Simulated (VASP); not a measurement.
AlN, 4 atoms in the cell. The structure is hexagonal, space group P6_3mc (No. 186). Conventional cell: a = 3.189 Å, b = 3.189 Å, c = 4.978 Å, α = 90.00°, β = 90.00°, γ = 120.00°. Al (site symmetry 3m) has 4 N at 1.92 to 1.93 Å within 2.5 Å. N (site symmetry 3m) has 4 Al at 1.92 to 1.93 Å within 2.5 Å.  This cell differs from its parent crystal: strain +0.025 along x and y, +0.000 along z.

- Program: VASP 6.6.1
- Task: single point
- Functional: r2SCAN
- Potentials or basis: VASP PAW PBE potentials, release 64 (Al, N)
- Cutoff: 520 eV
- k mesh: 12 × 12 × 6
- Occupations: gaussian, width 0.05 eV
- Spin: no spin polarisation
- Dipole correction: no
- Further INCAR settings: ALGO = Normal; EDIFF = 1e-07; NBANDS = 16

Potentials or basis: VASP PAW PBE potentials, release 64 (Al, N).

Run with:

```sh
$ cat potpaw_PBE.64/Al/POTCAR potpaw_PBE.64/N/POTCAR > POTCAR
$ cp INCAR.step1 INCAR
$ mpirun -np 1 vasp_std > vasp.out
$ cp INCAR.step2 INCAR
$ mpirun -np 1 vasp_std > vasp.out
```

Hardware: 1 thread of Intel Xeon 8259CL, with other jobs on the host.

Question: How long does it take, and how much memory?

Answer: Wall time 4.3 min on 1 thread of Intel Xeon 8259CL (shared host), peak memory 0.19 GiB. Counts: k points 76.
